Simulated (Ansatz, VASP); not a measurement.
Si: VASP beside Ansatz

INCAR

```
PREC = Accurate
ENCUT = 520
EDIFF = 1E-7
ISMEAR = 0
SIGMA = 0.03
LREAL = F
LASPH = T
NELM = 80
ALGO = Normal
ISIF = 2
LWAVE = F
LCHARG = T
LELF = T
LVHAR = T
NBANDS = 16
```

KPOINTS

```
regular mesh
0
Gamma
  10 10 10
```

POSCAR

```
Si
1.0
   -3.3254442900      3.3254442900      1.9800572298
    3.3254442900     -3.3254442900      1.9800572298
    3.3254442900      3.3254442900     -1.9800572298
Si
4
Direct
    0.1788010600      0.1788010600      0.3576021200
    0.8211989400      0.8211989400      0.6423978800
    0.1788010600      0.8211989400      0.0000000000
    0.8211989400      0.1788010600      0.0000000000
```

Input for Ansatz:

```yaml
crystal:
  lattice:
    - [-3.32544429, 3.32544429, 1.9800572298]
    - [3.32544429, -3.32544429, 1.9800572298]
    - [3.32544429, 3.32544429, -1.9800572298]
  atoms:
    - { symbol: Si, position: [0.17880106, 0.17880106, 0.35760212] }
    - { symbol: Si, position: [0.82119894, 0.82119894, 0.64239788] }
    - { symbol: Si, position: [0.17880106, 0.82119894, 0.0] }
    - { symbol: Si, position: [0.82119894, 0.17880106, 0.0] }
basis:
  ecutwfc: 420
kpoints:
  mp_grid: { grid: [10, 10, 10] }
hamiltonian:
  xc: lda
scf:
  occupations: { method: gaussian, width: 0.03 }
output:
  forces: true
  stress: true
  eigenvalues: true
```

Change from the starting cell: strain +0.000 along x and y, +0.030 along z, atoms carried along.

Alike in both runs: task single point; functional LDA; k mesh 10 × 10 × 10; occupations gaussian, width 0.03 eV; no spin polarisation.

|  | VASP | Ansatz |
| --- | --- | --- |
| version | VASP 6.6.1 | Ansatz 0.2.0 |
| potentials or method | VASP PAW LDA potentials, release 64 (Si), cutoff 520 eV | scalar-relativistic, plane waves, PAW |
| valence electrons in the cell | 16 | 16 |

VASP gave:

```
gap on the k mesh at the Fermi level (eV)                     : none
pressure (GPa)                                                : -4.1
traceless stress, the component that is largest in VASP (GPa) : -3.36
rms of the force components (eV/Å)                            : 0.126
```

Q: Estimate Ansatz's values.

A: gap on the k mesh at the Fermi level (eV): none; pressure (GPa): -4.1; traceless stress, the component that is largest in VASP (GPa): -3.33; rms of the force components (eV/Å): 0.123.

LDA's correlation is that of Perdew and Zunger in VASP and of Perdew and Wang (1992) in Ansatz. Atom by atom the forces differ by 0.002 eV/Å (rms over components). A gap of «none» marks a metal or a gap that the smearing closes.
